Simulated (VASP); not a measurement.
# LiH in VASP: single point with PBE

Aim: the single point of LiH with PBE.

Everything below comes from runs of VASP 6.6.1. Logs are shortened: lines on timing, memory, paths and dates and some standing lists are left out, and cuts for length are marked.

## 1. The cell of the first run

The cell holds a cluster in a box, 2 atoms: a = 9.000 Å, b = 9.000 Å, c = 13.794 Å, α = 90.00°, β = 90.00°, γ = 90.00°.

## 2. Single point, PBE

Contents of INCAR:

```
SYSTEM = LiH
ALGO = Normal
EDIFF = 1E-6
ENCUT = 650
GGA = PE
GGA_COMPAT = .FALSE.
ISIF = 2
ISMEAR = 0
ISYM = 0
LASPH = .TRUE.
LCHARG = .TRUE.
LELF = .TRUE.
LREAL = .FALSE.
LVHAR = .TRUE.
LWAVE = .FALSE.
NBANDS = 9
NELM = 120
PREC = Accurate
SIGMA = 0.01
```

Contents of KPOINTS:

```
k-points
0
G
  1 1 1
  0 0 0
```

Contents of POSCAR:

```
LiH
1.0
    9.0000000000      0.0000000000      0.0000000000
    0.0000000000      9.0000000000      0.0000000000
    0.0000000000      0.0000000000     13.7940000000
Li H
1 1
Direct
    0.5000000000      0.5000000000      0.3262458814
    0.5000000000      0.5000000000      0.6737541186
```

Potentials or basis: VASP PAW PBE potentials, release 64 (Li_sv, H).

On the command line:

```
cat potpaw_PBE.64/Li_sv/POTCAR potpaw_PBE.64/H/POTCAR > POTCAR
mpirun -np 1 vasp_gam > vasp.out
```

OUTCAR:

```text
SYSTEM = LiH
   EDIFF = 1E-6
   ENCUT = 650
   GGA = PE
   ISIF = 2
   ISMEAR = 0
   ISYM = 0
   LASPH = .TRUE.
   LREAL = .FALSE.
   NELM = 120
   PREC = Accurate

 ion  position               nearest neighbor table
   1  0.500  0.500  0.326-
   2  0.500  0.500  0.674-

IMPORTANT INFORMATION: All symmetrisations will be switched off!
NOSYMM: (Re-)initialisation of all symmetry stuff for point group C_1.

----------------------------------------------------------------------------------------

                                     Primitive cell

  volume of cell :    1117.3140

  direct lattice vectors                    reciprocal lattice vectors
     9.000000000  0.000000000  0.000000000     0.111111111  0.000000000  0.000000000
     0.000000000  9.000000000  0.000000000     0.000000000  0.111111111  0.000000000
     0.000000000  0.000000000 13.794000000     0.000000000  0.000000000  0.072495288

  length of vectors
     9.000000000  9.000000000 13.794000000     0.111111111  0.111111111  0.072495288

  position of ions in fractional coordinates (direct lattice)
     0.500000000  0.500000000  0.326245881
     0.500000000  0.500000000  0.673754119

  ion indices of the primitive-cell ions
   primitive index   ion index
                 1           1
                 2           2

----------------------------------------------------------------------------------------

 KPOINTS: k-points

Automatic generation of k-mesh.
 Grid dimensions read from file:
 generate k-points for:    1    1    1

 Generating k-lattice:

  Cartesian coordinates                     Fractional coordinates (reciprocal lattice)
     0.111111111  0.000000000  0.000000000     1.000000000  0.000000000  0.000000000
     0.000000000  0.111111111  0.000000000     0.000000000  1.000000000  0.000000000
     0.000000000  0.000000000  0.072495288     0.000000000  0.000000000  1.000000000

  Length of vectors
     0.111111111  0.111111111  0.072495288

  Shift w.r.t. Gamma in fractional coordinates (k-lattice)
     0.000000000  0.000000000  0.000000000

 Subroutine IBZKPT returns following result:
 ===========================================

 Found      1 irreducible k-points:

 Following reciprocal coordinates:
            Coordinates               Weight
  0.000000  0.000000  0.000000      1.000000
   k-points           NKPTS =      1   k-points in BZ     NKDIM =      1   number of bands    NBANDS=      9
   number of dos      NEDOS =    301   number of ions     NIONS =      2
   total plane-waves  NPLWV = 768000
   dimension x,y,z NGX =    80 NGY =   80 NGZ =  120
   dimension x,y,z NGXF=   160 NGYF=  160 NGZF=  240
   ions per type =               1   1
   NGX,Y,Z   is equivalent  to a cutoff of  14.78, 14.78, 14.46 a.u.
   NGXF,Y,Z  is equivalent  to a cutoff of  29.55, 29.55, 28.92 a.u.
 SYSTEM =  LiH
   PREC   = accura    normal or accurate (medium, high low for compatibility)
   ISTART =      0    job   : 0-new  1-cont  2-samecut
   ICHARG =      2    charge: 1-file 2-atom 10-const
   ISPIN  =      1    spin polarized calculation?
   LNONCOLLINEAR =      F non collinear calculations
   LSORBIT =      F    spin-orbit coupling
   LASPH  =      T    aspherical Exc in radial PAW
   ENCUT  =  650.0 eV  47.77 Ry    6.91 a.u.  18.71 18.71 28.67*2*pi/ulx,y,z
   NELM   =    120;   NELMIN=  2; NELMDL= -5     # of ELM steps
   EDIFF  = 0.1E-05   stopping-criterion for ELM
   LREAL  =      F    real-space projection
   EDIFFG = 0.1E-04   stopping-criterion for IOM
   NSW    =      0    number of steps for IOM
   IBRION =     -1    ionic relax: 0-MD 1-quasi-New 2-CG
   NFREE  =      0    steps in history (QN), initial steepest desc. (CG)
   ISIF   =      2    stress and relaxation
   ISYM   =      0    0-nonsym 1-usesym 2-fastsym
   POTIM  = 0.5000    time-step for ionic-motion
   TEBEG  =    0.0;   TEEND  =   0.0 temperature during run
   PSTRESS=    0.0 pullay stress
   NELECT =       4.0000    total number of electrons
   NUPDOWN=      -1.0000    fix difference up-down
   EMIN   =  10.00;   EMAX   =-10.00  energy-range for DOS
   EFERMI =   0.00;   METHOD = LEGACY
   ISMEAR =     0;   SIGMA  =   0.01  broadening in eV -4-tet -1-fermi 0-gaus
   EFERMI_NEDOS =   21; number of points for ismear=-14 and -15
   IALGO  =     38    algorithm
   IMIX   =      4    mixing-type and parameters
     AMIX     =   0.40;   BMIX     =  1.00
     AMIX_MAG =   1.60;   BMIX_MAG =  1.00
  volume/ion in A,a.u.               =     558.66      3770.00
  Fermi-wavevector in a.u.,A,eV,Ry     =   0.250440  0.473262  0.853358  0.062720
  Thomas-Fermi vector in A             =   1.067101
   LORBIT       =      0    0 simple, 1 ext, 2 COOP (PROOUT), +10 PAW based schemes
   GGA     = PE    functional components
   LHFCALC =     F    Hartree Fock is set to
   AEXX    =    0.0000 exact exchange contribution
   IVDW    =     0    specifies the selected vdW correction
   LEPSILON=     F    determine dielectric tensor
   LRPA    =     F    only Hartree local field effects (RPA)
 non-spin polarized calculation
 Gauss-broadening in eV      SIGMA  =   0.01
  energy-cutoff  :      650.00
  volume of cell :     1117.31
 maximum number of plane-waves:     21011
 NGX is ok and might be reduce to    80
   NGX = 37   NGY = 37   NGZ = 57

 number of electron       3.9999997 magnetization

 Free energy of the ion-electron system (eV)
  ---------------------------------------------------
  ext. energy  EPLUGINS =         0.00000000
  ---------------------------------------------------
  free energy    TOTEN  =        -0.95603014 eV

  energy without entropy =       -0.95603014  energy(sigma->0) =       -0.95603014

 E-fermi :  -3.5851     XC(G=0):  -1.2219

 val. band max:       -3.7419925190   @ k =   0.0000   0.0000   0.0000
 cond. band min:      -3.4990681884   @ k =   0.0000   0.0000   0.0000
 fundamental gap:      0.2429243306
 Fermi energy:        -3.5850534314

 k-point     1 :       0.0000    0.0000    0.0000
  band No.  band energies     occupation
      1     -53.7205      2.00000
      2      -3.7420      2.00000
      3      -3.4991      0.00000
      4      -1.5517      0.00000
      5      -1.5517      0.00000
      6      -1.4760      0.00000
      7      -0.3821      0.00000
      8       0.4024      0.00000
      9       0.4068      0.00000

------------------------ aborting loop because EDIFF is reached ----------------------------------------

  FORCE on cell =-STRESS in cart. coord.  units (eV):
  Direction    XX          YY          ZZ          XY          YZ          ZX
  --------------------------------------------------------------------------------------
  -------------------------------------------------------------------------------------
  Total        0.0018794      0.0018777     -1.7775853     -0.0000000     -0.0000000     -0.0000000
  in kB        0.0026949      0.0026925     -2.5489762     -0.0000000     -0.0000001     -0.0000000
  external PRESSURE =      -0.8478629 kB  Pullay stress =       0.0000000 kB

 VOLUME and BASIS-vectors are now :
 -----------------------------------------------------------------------------
  energy-cutoff  :      650.00
  volume of cell :     1117.31
      direct lattice vectors                 reciprocal lattice vectors
     9.000000000  0.000000000  0.000000000     0.111111111  0.000000000  0.000000000
     0.000000000  9.000000000  0.000000000     0.000000000  0.111111111  0.000000000
     0.000000000  0.000000000 13.794000000     0.000000000  0.000000000  0.072495288

 POSITION                                       TOTAL-FORCE (eV/Angst)
 -----------------------------------------------------------------------------------
      4.50000      4.50000      4.50024        -0.000000     -0.000000      0.296265
      4.50000      4.50000      9.29376         0.000000      0.000000     -0.296265
 -----------------------------------------------------------------------------------
    total drift:                                0.000000     -0.000000     -0.000128

  FREE ENERGIE OF THE ION-ELECTRON SYSTEM (eV)
  ---------------------------------------------------
  free  energy   TOTEN  =        -0.9560301410 eV

  energy  without entropy=       -0.9560301410  energy(sigma->0) =       -0.95603014
```

Wall time 8.4 min (1 thread of Intel Xeon 8259CL, shared host); peak memory 1.2 GiB.

What came out:

- Free energy: -0.9560 eV
- Largest force: 0.296 eV/Å
- Gap between the frontier levels: 0.24 eV

Forces on the atoms (eV/Å):
```
Li   0.000  0.000  0.296
H    0.000  0.000 -0.296
```
